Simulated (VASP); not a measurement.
# HfTi3O8 (Cmmm) in VASP: single point with PBE

Aim: the single point of HfTi3O8 with PBE.

Program: VASP 6.6.1. These are calculated values, not measurements. Logs are shortened: lines on timing, memory, paths and dates and some standing lists are left out, and cuts for length are marked.

## Step 1: The cell of the first run

The structure is orthorhombic, space group Cmmm (No. 65). The conventional cell has a = 6.560 Å, b = 6.607 Å, c = 6.053 Å, α = 90.00°, β = 90.00°, γ = 90.00°. Ti (site symmetry mmm) has 6 O at 1.94 to 2.02 Å within 2.6 Å. Within 2.6 Å of Ti (site symmetry mm2) lie 6 O at 1.96 to 1.98 Å. Within 2.6 Å of O (site symmetry m2m) lie 3 Ti at 1.96 to 2.02 Å and 1 O at 2.57 Å. O (site symmetry m) has 2 Ti at 1.94 to 1.97 Å and 1 Hf at 2.06 Å and 10 O at 2.62 to 2.92 Å within 3.0 Å. Within 2.6 Å of O (site symmetry m2m) lie 2 Ti at 1.98 Å and 1 Hf at 2.07 Å and 1 O at 2.47 Å. Within 2.7 Å of Hf (site symmetry mmm) lie 6 O at 2.06 to 2.07 Å.

## Step 2: Single point, PBE, non-collinear spin, zero start, spin-orbit coupling

The input, INCAR:

```
SYSTEM = HfTi3O8
PREC     = Accurate       ! precision mode
ENCUT    = 520            ! plane-wave cutoff, eV
EDIFF    = 1E-6           ! SCF threshold, eV
ISMEAR   = 0              ! smearing method
SIGMA    = 0.01           ! smearing width, eV
LREAL    = .FALSE.        ! projectors in reciprocal space
LASPH    = .TRUE.         ! aspherical terms in the spheres
NELM     = 150            ! most SCF steps
ALGO     = Normal         ! electronic algorithm
ISIF     = 2              ! what is computed and relaxed
LWAVE    = .FALSE.        ! write WAVECAR
LCHARG   = .TRUE.         ! write CHGCAR
MAGMOM   = 0 0 0 0 0 0 0 0 0 0 0 0 0 0 0 0 0 0 0 0 0 0 0 0 0 0 0 0 0 0 0 0 0 0 0 0 ! initial moments
LORBIT   = 11             ! projections on sites
LSORBIT  = .TRUE.         ! spin-orbit coupling
GGA_COMPAT= .FALSE.      
LORBMOM  = .TRUE.       
LMAXMIX  = 4              ! l up to which the mixer works
GGA      = PE             ! functional
LVHAR    = .TRUE.       
NBANDS   = 116            ! bands
KPAR     = 8
```

The input, KPOINTS:

```
regular mesh
0
G
  6 6 4
  0 0 0
```

The input, POSCAR:

```
HfTi3O8
1.0
    3.3033061213     -3.2798872153      0.0000000000
    3.3033061213      3.2798872153      0.0000000000
    0.0000000000      0.0000000000      6.0534612629
Ti O Hf
3 8 1
Direct
    0.5000000000      0.5000000000      0.0000000000
    0.0000000000      0.0000000000      0.7553700239
    0.0000000000      0.0000000000      0.2446299761
    0.1946327053      0.1946327053      0.0000000000
    0.8053672947      0.8053672947      0.0000000000
    0.6998449041      0.3001550959      0.7634434712
    0.3001550959      0.6998449041      0.7634434712
    0.1867176041      0.1867176041      0.5000000000
    0.8132823959      0.8132823959      0.5000000000
    0.6998449041      0.3001550959      0.2365565288
    0.3001550959      0.6998449041      0.2365565288
    0.5000000000      0.5000000000      0.5000000000
```

Potentials or basis: VASP PAW PBE potentials, release 64 (Ti_sv, O, Hf_pv).

Started as:

```
$ cat potpaw_PBE.64/Ti_sv/POTCAR potpaw_PBE.64/O/POTCAR potpaw_PBE.64/Hf_pv/POTCAR > POTCAR
$ mpirun -np 8 vasp_ncl > vasp.out
```

OUTCAR:

```text
SYSTEM = HfTi3O8
   PREC = Accurate
   ENCUT = 520
   EDIFF = 1E-6
   ISMEAR = 0
   LREAL = .FALSE.
   LASPH = .TRUE.
   NELM = 150
   ISIF = 2
   LORBIT = 11
   LSORBIT = .TRUE.
   GGA = PE

 ion  position               nearest neighbor table
   1  0.500  0.500  0.000-   6 1.94   7 1.94  10 1.94  11 1.94   4 2.02   5 2.02  12 3.03  12 3.03

   2  0.000  0.000  0.755-   4 1.96   5 1.96   6 1.97   7 1.97   8 1.98   9 1.98
   3  0.000  0.000  0.245-   4 1.96   5 1.96  10 1.97  11 1.97   8 1.98   9 1.98
   4  0.195  0.195  0.000-   2 1.96   3 1.96   1 2.02
   5  0.805  0.805  0.000-   2 1.96   3 1.96   1 2.02
   6  0.700  0.300  0.763-   1 1.94   2 1.97  12 2.06
   7  0.300  0.700  0.763-   1 1.94   2 1.97  12 2.06
   8  0.187  0.187  0.500-   2 1.98   3 1.98  12 2.07
   9  0.813  0.813  0.500-   2 1.98   3 1.98  12 2.07
  10  0.700  0.300  0.237-   1 1.94   3 1.97  12 2.06
  11  0.300  0.700  0.237-   1 1.94   3 1.97  12 2.06
  12  0.500  0.500  0.500-   6 2.06   7 2.06  10 2.06  11 2.06   8 2.07   9 2.07   1 3.03   1 3.03

  LATTYP: Found a base centered orthorhombic cell.
 ALAT       =     6.5597744306
 B/A-ratio  =     1.0071401559
 C/A-ratio  =     0.9228154606

  Lattice vectors:

 A1 = (  -3.3033061213,  -3.2798872153,   0.0000000000)
 A2 = (   3.3033061213,  -3.2798872153,   0.0000000000)
 A3 = (   0.0000000000,   0.0000000000,   6.0534612629)

Analysis of symmetry for initial positions (statically):
=====================================================================
 Subroutine PRICEL returns:
 Original cell was already a primitive cell.

 Routine SETGRP: Setting up the symmetry group for a
 base centered orthorhombic supercell.

 Subroutine GETGRP returns: Found  8 space group operations
 (whereof  8 operations were pure point group operations)
 out of a pool of  8 trial point group operations.

The static configuration has the point symmetry D_2h.

Analysis of symmetry for dynamics (positions and initial velocities):
=====================================================================
 Subroutine PRICEL returns:
 Original cell was already a primitive cell.

 Routine SETGRP: Setting up the symmetry group for a
 base centered orthorhombic supercell.

 Subroutine GETGRP returns: Found  8 space group operations
 (whereof  8 operations were pure point group operations)
 out of a pool of  8 trial point group operations.

The dynamic configuration has the point symmetry D_2h.

Analysis of structural, dynamic, and magnetic symmetry:
=====================================================================
 Subroutine PRICEL returns:
 Original cell was already a primitive cell.

 Routine SETGRP: Setting up the symmetry group for a
 base centered orthorhombic supercell.

 Subroutine GETGRP returns: Found  8 space group operations
 (whereof  8 operations were pure point group operations)
 out of a pool of  8 trial point group operations.

The overall configuration has the point symmetry D_2h.

 Subroutine INISYM returns: Found  8 space group operations
 (whereof  8 operations are pure point group operations),
 and found     1 'primitive' translations

----------------------------------------------------------------------------------------

                                     Primitive cell

  volume of cell :     131.1721

  direct lattice vectors                    reciprocal lattice vectors
     3.303306121 -3.279887215  0.000000000     0.151363507 -0.152444266  0.000000000
     3.303306121  3.279887215  0.000000000     0.151363507  0.152444266  0.000000000
     0.000000000  0.000000000  6.053461263     0.000000000  0.000000000  0.165194747

  length of vectors
     4.655050105  4.655050105  6.053461263     0.214825896  0.214825896  0.165194747

  position of ions in fractional coordinates (direct lattice)
     0.500000000  0.500000000  0.000000000
     0.000000000  0.000000000  0.755370024
     0.000000000  0.000000000  0.244629976
     0.194632705  0.194632705  0.000000000
     0.805367295  0.805367295  0.000000000
     0.699844904  0.300155096  0.763443471
     0.300155096  0.699844904  0.763443471
     0.186717604  0.186717604  0.500000000
     0.813282396  0.813282396  0.500000000
     0.699844904  0.300155096  0.236556529
     0.300155096  0.699844904  0.236556529
     0.500000000  0.500000000  0.500000000

  ion indices of the primitive-cell ions
[... 2792 lines left out ...]
      3.30331     -1.31094      4.62148         0.000000      0.031710     -0.093141
      3.30331      1.31094      4.62148         0.000000     -0.031710     -0.093141
      1.23357      0.00000      3.02673         0.195468      0.000000     -0.000000
      5.37304      0.00000      3.02673        -0.195468      0.000000     -0.000000
      3.30331     -1.31094      1.43199         0.000000      0.031710      0.093141
      3.30331      1.31094      1.43199         0.000000     -0.031710      0.093141
      3.30331      0.00000      3.02673         0.000000     -0.000000     -0.000000
 -----------------------------------------------------------------------------------
    total drift:                                0.000000      0.000000     -0.000000

  FREE ENERGIE OF THE ION-ELECTRON SYSTEM (eV)
  ---------------------------------------------------
  free  energy   TOTEN  =      -111.3559319200 eV

  energy  without entropy=     -111.3559319200  energy(sigma->0) =     -111.35593192

 orbital moment (x)

 # of ion     p       d       tot
 ----------------------------------------
  1         0.000   0.000   0.000
  2        -0.000   0.000   0.000
  3        -0.000   0.000   0.000
  4         0.000   0.000   0.000
  5         0.000   0.000   0.000
  6        -0.000   0.000  -0.000
  7         0.000   0.000   0.000
  8         0.000   0.000   0.000
  9         0.000   0.000   0.000
 10         0.000   0.000   0.000
 11        -0.000   0.000  -0.000
 12         0.000   0.000   0.000
 ----------------------------------------
            0.000   0.000   0.000

 orbital moment (y)

 # of ion     p       d       tot
 ----------------------------------------
  1         0.000   0.000   0.000
  2         0.000   0.000   0.000
  3         0.000   0.000   0.000
  4         0.000   0.000   0.000
  5         0.000   0.000   0.000
  6         0.000   0.000   0.000
  7         0.000   0.000   0.000
  8         0.000   0.000   0.000
  9         0.000   0.000   0.000
 10        -0.000   0.000  -0.000
 11         0.000   0.000   0.000
 12         0.000   0.000   0.000
 ----------------------------------------
           -0.000   0.000  -0.000

 orbital moment (z)

 # of ion     p       d       tot
 ----------------------------------------
  1         0.000   0.000   0.000
  2         0.000   0.000   0.000
  3         0.000   0.000   0.000
  4         0.000   0.000   0.000
  5         0.000   0.000   0.000
  6         0.000   0.000   0.000
  7        -0.000   0.000  -0.000
  8         0.000   0.000   0.000
  9         0.000   0.000   0.000
 10         0.000   0.000   0.000
 11         0.000   0.000   0.000
 12         0.000   0.000   0.000
 ----------------------------------------
            0.000   0.000   0.000

 Spin-Orbit-Coupling matrix elements

 Ion:    1  E_soc:     -0.0098343
 l=   1
     0.0000000    -0.0015709    -0.0016060
    -0.0015709     0.0000000    -0.0016079
    -0.0016060    -0.0016079     0.0000000
 l=   2
     0.0000000    -0.0000131     0.0000000    -0.0000067    -0.0000394
    -0.0000131     0.0000000    -0.0000085    -0.0000152    -0.0000055
     0.0000000    -0.0000085     0.0000000    -0.0000316     0.0000000
    -0.0000067    -0.0000152    -0.0000316     0.0000000    -0.0000122
    -0.0000394    -0.0000055     0.0000000    -0.0000122     0.0000000
 l=   3
     0.0000000     0.0000000     0.0000000     0.0000000     0.0000000     0.0000000     0.0000000
     0.0000000     0.0000000     0.0000000     0.0000000     0.0000000     0.0000000     0.0000000
     0.0000000     0.0000000     0.0000000     0.0000000     0.0000000     0.0000000     0.0000000
     0.0000000     0.0000000     0.0000000     0.0000000     0.0000000     0.0000000     0.0000000
[... 209 lines left out ...]
 l=   2
     0.0000000    -0.0008760     0.0000000    -0.0005952    -0.0030085
    -0.0008760     0.0000000    -0.0024342    -0.0008504    -0.0008195
     0.0000000    -0.0024342     0.0000000    -0.0020134     0.0000000
    -0.0005952    -0.0008504    -0.0020134     0.0000000    -0.0009701
    -0.0030085    -0.0008195     0.0000000    -0.0009701     0.0000000
 l=   3
     0.0000000     0.0000000     0.0000000     0.0000000     0.0000000     0.0000000     0.0000000
     0.0000000     0.0000000     0.0000000     0.0000000     0.0000000     0.0000000     0.0000000
     0.0000000     0.0000000     0.0000000     0.0000000     0.0000000     0.0000000     0.0000000
     0.0000000     0.0000000     0.0000000     0.0000000     0.0000000     0.0000000     0.0000000
     0.0000000     0.0000000     0.0000000     0.0000000     0.0000000     0.0000000     0.0000000
     0.0000000     0.0000000     0.0000000     0.0000000     0.0000000     0.0000000     0.0000000
     0.0000000     0.0000000     0.0000000     0.0000000     0.0000000     0.0000000     0.0000000

 total charge

# of ion       s       p       d       tot
------------------------------------------
    1        2.220   6.299   1.711  10.230
    2        2.217   6.289   1.692  10.198
    3        2.217   6.289   1.692  10.198
    4        1.571   3.487   0.000   5.058
    5        1.571   3.487   0.000   5.058
    6        1.570   3.522   0.000   5.092
    7        1.570   3.522   0.000   5.092
    8        1.568   3.517   0.000   5.086
    9        1.568   3.517   0.000   5.086
   10        1.570   3.522   0.000   5.092
   11        1.570   3.522   0.000   5.092
   12        0.336   6.772   1.521   8.629
--------------------------------------------------
tot         19.551  53.744   6.615  79.910

 magnetization (x)

# of ion       s       p       d       tot
------------------------------------------
    1        0.000   0.000   0.000   0.000
    2        0.000   0.000   0.000   0.000
    3        0.000   0.000   0.000   0.000
    4        0.000   0.000   0.000   0.000
    5        0.000   0.000   0.000   0.000
    6       -0.000  -0.000   0.000  -0.000
    7        0.000   0.000   0.000   0.000
    8        0.000   0.000   0.000   0.000
    9        0.000   0.000   0.000   0.000
   10        0.000   0.000   0.000   0.000
   11       -0.000  -0.000   0.000  -0.000
   12        0.000   0.000   0.000   0.000
--------------------------------------------------
tot         -0.000   0.000   0.000  -0.000

 magnetization (y)

# of ion       s       p       d       tot
------------------------------------------
    1        0.000   0.000   0.000   0.000
    2        0.000   0.000   0.000   0.000
    3        0.000   0.000   0.000   0.000
    4        0.000   0.000   0.000   0.000
    5        0.000   0.000   0.000   0.000
    6        0.000   0.000   0.000   0.000
    7        0.000   0.000   0.000   0.000
    8        0.000   0.000   0.000   0.000
    9        0.000   0.000   0.000   0.000
   10        0.000   0.000   0.000   0.000
   11        0.000   0.000   0.000   0.000
   12        0.000   0.000   0.000   0.000
--------------------------------------------------
tot          0.000   0.000   0.000   0.000

 magnetization (z)

# of ion       s       p       d       tot
------------------------------------------
    1       -0.000   0.000   0.000   0.000
    2        0.000   0.000   0.000   0.000
    3        0.000   0.000   0.000   0.000
    4        0.000   0.000   0.000   0.000
    5        0.000   0.000   0.000   0.000
    6        0.000   0.000   0.000   0.000
    7        0.000   0.000   0.000   0.000
    8        0.000   0.000   0.000   0.000
    9        0.000   0.000   0.000   0.000
   10        0.000   0.000   0.000   0.000
   11        0.000   0.000   0.000   0.000
   12       -0.000   0.000  -0.000  -0.000
--------------------------------------------------
tot         -0.000   0.000   0.000  -0.000
```

Wall time 9.3 min (8 MPI ranks of Intel Xeon Platinum 8259CL at 2.50GHz (Skylake/Cascade Lake), shared host); peak memory 1 GiB.

Results:

| Property | Result |
| --- | --- |
| Free energy | -111.3559 eV |
| Pressure | 4.9 GPa |
| Largest force | 0.195 eV/Å |
| Net moment | 0.00 μB per cell |
| Valence electrons inside the program's atomic spheres | Ti 10.23, 10.20 (each value once); O 5.06, 5.09 (each value once); Hf 8.63 |

Forces on the atoms (eV/Å):
```
Ti   0.000  0.000  0.000
Ti   0.000  0.000 -0.016
Ti   0.000  0.000  0.016
O    0.067  0.000  0.000
O   -0.067  0.000  0.000
O    0.000  0.032 -0.093
O    0.000 -0.032 -0.093
O    0.195  0.000  0.000
O   -0.195  0.000  0.000
O    0.000  0.032  0.093
O    0.000 -0.032  0.093
Hf   0.000  0.000  0.000
```

Stress tensor (GPa, compression positive):
```
4.67 0.00 0.00
0.00 5.12 0.00
0.00 0.00 4.87
```

Moments on the atoms (μB; x, y, z):
```
Ti  0.00 0.00 0.00
Ti  0.00 0.00 0.00
Ti  0.00 0.00 0.00
O   0.00 0.00 0.00
O   0.00 0.00 0.00
O   0.00 0.00 0.00
O   0.00 0.00 0.00
O   0.00 0.00 0.00
O   0.00 0.00 0.00
O   0.00 0.00 0.00
O   0.00 0.00 0.00
Hf  0.00 0.00 0.00
```

Caveat: the cell stands under pressure.
